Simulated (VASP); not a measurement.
# SiC (P6_3mc) in VASP: single point with PBE

Aim: the single point of SiC with PBE.

Program: VASP 6.6.1. These are calculated values, not measurements. Logs are shortened: lines on timing, memory, paths and dates and some standing lists are left out, and cuts for length are marked.

### Step 1. The cell of the first run

The structure is hexagonal, space group P6_3mc (No. 186). The conventional cell has a = 3.095 Å, b = 3.095 Å, c = 15.186 Å, α = 90.00°, β = 90.00°, γ = 120.00°. Si (site symmetry 3m) has 4 C at 1.90 Å within 2.5 Å. Si (site symmetry 3m) has 4 C at 1.89 to 1.90 Å within 2.5 Å. Si (site symmetry 3m) has 4 C at 1.89 to 1.90 Å within 2.5 Å. C (site symmetry 3m) has 4 Si at 1.89 to 1.90 Å within 2.5 Å. C (site symmetry 3m) has 4 Si at 1.90 Å within 2.5 Å. Within 2.5 Å of C (site symmetry 3m) lie 4 Si at 1.89 to 1.90 Å.

### Step 2. Single point, PBE

File POSCAR:

```
SiC
1.0
    3.0949980733      0.0000000000      0.0000000000
   -1.5474990366      2.6803469561      0.0000000000
    0.0000000000      0.0000000000     15.1864399651
Si C
6 6
Direct
    0.0000000000      0.0000000000      0.1250399221
    0.0000000000      0.0000000000      0.6250399221
    0.3333333333      0.6666666667      0.2918177992
    0.6666666667      0.3333333333      0.7918177992
    0.3333333333      0.6666666667      0.9583095063
    0.6666666667      0.3333333333      0.4583095063
    0.0000000000      0.0000000000     -0.0003123163
    0.0000000000      0.0000000000      0.4996876837
    0.3333333333      0.6666666667      0.1668296831
    0.6666666667      0.3333333333      0.6668296831
    0.3333333333      0.6666666667      0.8333154055
    0.6666666667      0.3333333333      0.3333154055
```

File INCAR.step1:

```
SYSTEM = SiC
PREC = Accurate
ENCUT = 520
EDIFF = 1E-6
ISMEAR = 0
SIGMA = 0.02
LREAL = .False.
LASPH = .True.
NELM = 120
ALGO = Normal
ISIF = 2
LWAVE = .False.
LCHARG = .True.
GGA = PE
NBANDS = 36
GGA_COMPAT = .False.
NEDOS = 2001
LORBIT = 11
```

File KPOINTS.step1:

```
Automatic mesh
0
Gamma
  12 12 2
  0 0 0
```

File INCAR.step2:

```
SYSTEM = SiC
PREC = Accurate
ENCUT = 520
EDIFF = 1E-6
ISMEAR = -5
SIGMA = 0.02
LREAL = .False.
LASPH = .True.
NELM = 120
ALGO = Normal
ISIF = 2
LWAVE = .False.
LCHARG = .False.
GGA = PE
LORBIT = 11
NBANDS = 36
NEDOS = 2001
ICHARG = 11
GGA_COMPAT = .False.
```

File KPOINTS.step2:

```
Automatic mesh
0
Gamma
  18 18 3
  0 0 0
```

Potentials or basis: VASP PAW PBE potentials, release 64 (Si, C).

Command:

```console
cat potpaw_PBE.64/Si/POTCAR potpaw_PBE.64/C/POTCAR > POTCAR
cp INCAR.step1 INCAR
cp KPOINTS.step1 KPOINTS
mpirun -np 1 vasp_std > vasp.out
cp INCAR.step2 INCAR
cp KPOINTS.step2 KPOINTS
mpirun -np 1 vasp_std > vasp.out
```

OUTCAR:

```text
SYSTEM = SiC
   PREC = Accurate
   ENCUT = 520
   EDIFF = 1E-6
   ISMEAR = -5
   LREAL = .False.
   LASPH = .True.
   NELM = 120
   ISIF = 2
   GGA = PE
   LORBIT = 11
   ICHARG = 11

 ion  position               nearest neighbor table
   1  0.000  0.000  0.125-   9 1.90   9 1.90   9 1.90   7 1.90   5 3.10   5 3.10   5 3.10   3 3.10
                             3 3.10   3 3.10
   2  0.000  0.000  0.625-  10 1.90  10 1.90  10 1.90   8 1.90   6 3.10   6 3.10   6 3.10   4 3.10
                             4 3.10   4 3.10
   3  0.333  0.667  0.292-  12 1.89  12 1.89  12 1.89   9 1.90   6 3.10   6 3.10   6 3.10   1 3.10
                             1 3.10   1 3.10
   4  0.667  0.333  0.792-  11 1.89  11 1.89  11 1.89  10 1.90   5 3.10   5 3.10   5 3.10   2 3.10
                             2 3.10   2 3.10
   5  0.333  0.667  0.958-   7 1.89   7 1.89   7 1.89  11 1.90   4 3.10   4 3.10   4 3.10   1 3.10
                             1 3.10   1 3.10
   6  0.667  0.333  0.458-   8 1.89   8 1.89   8 1.89  12 1.90   3 3.10   3 3.10   3 3.10   2 3.10
                             2 3.10   2 3.10
   7  0.000  0.000  1.000-   5 1.89   5 1.89   5 1.89   1 1.90
   8  0.000  0.000  0.500-   6 1.89   6 1.89   6 1.89   2 1.90
   9  0.333  0.667  0.167-   1 1.90   1 1.90   1 1.90   3 1.90
  10  0.667  0.333  0.667-   2 1.90   2 1.90   2 1.90   4 1.90
  11  0.333  0.667  0.833-   4 1.89   4 1.89   4 1.89   5 1.90
  12  0.667  0.333  0.333-   3 1.89   3 1.89   3 1.89   6 1.90

  LATTYP: Found a hexagonal cell.
 ALAT       =     3.0949980733
 C/A-ratio  =     4.9067687945

  Lattice vectors:

 A1 = (   3.0949980733,   0.0000000000,   0.0000000000)
 A2 = (  -1.5474990366,   2.6803469561,   0.0000000000)
 A3 = (   0.0000000000,   0.0000000000,  15.1864399651)

Analysis of symmetry for initial positions (statically):
=====================================================================
 Subroutine PRICEL returns:
 Original cell was already a primitive cell.

 Routine SETGRP: Setting up the symmetry group for a
 hexagonal supercell.

 Subroutine GETGRP returns: Found 12 space group operations
 (whereof  6 operations were pure point group operations)
 out of a pool of 24 trial point group operations.

The static configuration has the point symmetry C_3v.
 The point group associated with its full space group is C_6v.

Analysis of symmetry for dynamics (positions and initial velocities):
=====================================================================
 Subroutine PRICEL returns:
[... 159 lines left out ...]
   AEXX    =    0.0000 exact exchange contribution
   IVDW    =     0    specifies the selected vdW correction
   LEPSILON=     F    determine dielectric tensor
   LRPA    =     F    only Hartree local field effects (RPA)
 non-spin polarized calculation
 Fermi weights with tetrahedron method with Bloechl corrections
  energy-cutoff  :      520.00
  volume of cell :      125.98
 maximum number of plane-waves:      3444
 NGX is ok and might be reduce to    24

 number of electron      48.0000002 magnetization

 Free energy of the ion-electron system (eV)
  ---------------------------------------------------
  ext. energy  EPLUGINS =         0.00000000
  ---------------------------------------------------
  free energy    TOTEN  =       -90.37382543 eV

  energy without entropy =      -90.37382543  energy(sigma->0) =      -90.37382543

 E-fermi :   7.9945     XC(G=0): -11.2907

 val. band max:        7.9888019138   @ k =   0.0000   0.0000   0.0000
 cond. band min:      10.0174164999   @ k =   0.5000   0.0000   0.3333
 fundamental gap:      2.0286145861
 Fermi energy:         7.9945336105

 k-point     1 :       0.0000    0.0000    0.0000
  band No.  band energies     occupation
      1      -7.3523      2.00000
      2      -6.8370      2.00000
      3      -6.8018      2.00000
      4      -5.3269      2.00000
      5      -5.2984      2.00000
      6      -3.8403      2.00000
[... 925 lines left out ...]
     35      15.3942      0.00000
     36      15.5812      0.00000

 [... further k-points ...]

------------------------ aborting loop because EDIFF is reached ----------------------------------------

  FORCE on cell =-STRESS in cart. coord.  units (eV):
  Direction    XX          YY          ZZ          XY          YZ          ZX
  --------------------------------------------------------------------------------------
  -------------------------------------------------------------------------------------
  Total       -0.0401405     -0.0401405     -0.0334014     -0.0000000     -0.0000000      0.0000000
  in kB       -0.5104882     -0.5104882     -0.4247833     -0.0000000     -0.0000000      0.0000000
  external PRESSURE =      -0.4819199 kB  Pullay stress =       0.0000000 kB

 VOLUME and BASIS-vectors are now :
 -----------------------------------------------------------------------------
  energy-cutoff  :      520.00
  volume of cell :      125.98
      direct lattice vectors                 reciprocal lattice vectors
     3.094998073  0.000000000  0.000000000     0.323101978  0.186543014  0.000000000
    -1.547499037  2.680346956  0.000000000     0.000000000  0.373086028  0.000000000
     0.000000000  0.000000000 15.186439965     0.000000000  0.000000000  0.065848217

 POSITION                                       TOTAL-FORCE (eV/Angst)
 -----------------------------------------------------------------------------------
      0.00000      0.00000      1.89891        -0.000000      0.000000      0.001047
      0.00000      0.00000      9.49213        -0.000000      0.000000      0.001047
     -0.00000      1.78690      4.43167        -0.000000      0.000000     -0.000402
      1.54750      0.89345     12.02489         0.000000     -0.000000     -0.000402
     -0.00000      1.78690     14.55331         0.000000      0.000000     -0.000902
      1.54750      0.89345      6.96009        -0.000000     -0.000000     -0.000902
      0.00000      0.00000     15.18170         0.000000      0.000000      0.000378
      0.00000      0.00000      7.58848        -0.000000     -0.000000      0.000378
     -0.00000      1.78690      2.53355        -0.000000      0.000000      0.000619
      1.54750      0.89345     10.12677         0.000000     -0.000000      0.000619
     -0.00000      1.78690     12.65509         0.000000     -0.000000     -0.000740
      1.54750      0.89345      5.06187        -0.000000      0.000000     -0.000740
 -----------------------------------------------------------------------------------
    total drift:                                0.000000      0.000000     -0.000651

  FREE ENERGIE OF THE ION-ELECTRON SYSTEM (eV)
  ---------------------------------------------------
  free  energy   TOTEN  =       -90.3738254259 eV

  energy  without entropy=      -90.3738254259  energy(sigma->0) =      -90.37382543

 total charge

# of ion       s       p       d       tot
------------------------------------------
    1        0.706   0.959   0.000   1.666
    2        0.706   0.959   0.000   1.666
    3        0.706   0.961   0.000   1.667
    4        0.706   0.961   0.000   1.667
    5        0.707   0.958   0.000   1.665
    6        0.707   0.958   0.000   1.665
    7        0.836   1.696   0.000   2.532
    8        0.836   1.696   0.000   2.532
    9        0.836   1.694   0.000   2.530
   10        0.836   1.694   0.000   2.530
   11        0.836   1.695   0.000   2.531
   12        0.836   1.695   0.000   2.531
--------------------------------------------------
tot          9.255  15.928   0.000  25.183
```

OUTCAR.step1:

```text
SYSTEM = SiC
   PREC = Accurate
   ENCUT = 520
   EDIFF = 1E-6
   ISMEAR = 0
   LREAL = .False.
   LASPH = .True.
   NELM = 120
   ISIF = 2
   GGA = PE
[... 1215 lines left out ...]

 total charge

# of ion       s       p       d       tot
------------------------------------------
    1        0.706   0.959   0.000   1.666
    2        0.706   0.959   0.000   1.666
    3        0.706   0.961   0.000   1.667
    4        0.706   0.961   0.000   1.667
    5        0.707   0.958   0.000   1.665
    6        0.707   0.958   0.000   1.665
    7        0.836   1.696   0.000   2.532
    8        0.836   1.696   0.000   2.532
    9        0.836   1.694   0.000   2.530
   10        0.836   1.694   0.000   2.530
   11        0.836   1.695   0.000   2.531
   12        0.836   1.695   0.000   2.531
--------------------------------------------------
tot          9.255  15.928   0.000  25.183
```

OSZICAR.step1:

```text
N       E                     dE             d eps       ncg     rms          rms(c)
DAV:   1     0.120637138094E+03    0.12064E+03   -0.21745E+04  2736   0.120E+03
DAV:   2    -0.894678688537E+02   -0.21011E+03   -0.19710E+03  3596   0.204E+02
DAV:   3    -0.101078614345E+03   -0.11611E+02   -0.11527E+02  3592   0.458E+01
DAV:   4    -0.101254132917E+03   -0.17552E+00   -0.17517E+00  3504   0.648E+00
DAV:   5    -0.101257820432E+03   -0.36875E-02   -0.36846E-02  3496   0.898E-01    0.212E+01
DAV:   6    -0.906431071113E+02    0.10615E+02   -0.31693E+01  3388   0.207E+01    0.945E+00
DAV:   7    -0.904213567387E+02    0.22175E+00   -0.30840E+00  3608   0.666E+00    0.409E+00
DAV:   8    -0.903773440144E+02    0.44013E-01   -0.18864E-01  3316   0.175E+00    0.128E+00
DAV:   9    -0.903729030049E+02    0.44410E-02   -0.28141E-02  3416   0.775E-01    0.184E-01
DAV:  10    -0.903736050893E+02   -0.70208E-03   -0.22837E-03  3456   0.204E-01    0.959E-02
DAV:  11    -0.903737570643E+02   -0.15198E-03   -0.33573E-04  3192   0.993E-02    0.193E-02
DAV:  12    -0.903737591336E+02   -0.20693E-05   -0.12753E-05  3592   0.174E-02    0.869E-03
DAV:  13    -0.903737606893E+02   -0.15557E-05   -0.17148E-06  2336   0.644E-03    0.204E-03
DAV:  14    -0.903737611006E+02   -0.41139E-06   -0.25074E-07  1960   0.245E-03
   1 F= -.90373761E+02 E0= -.90373761E+02  d E =-.852577E-13
```

It took 9.4 min on 1 thread of Oxide Virtual Turin-like, shared host; peak memory 0.35 GiB.

Results:

- Valence electrons inside the program's atomic spheres: Si 1.67; C 2.53
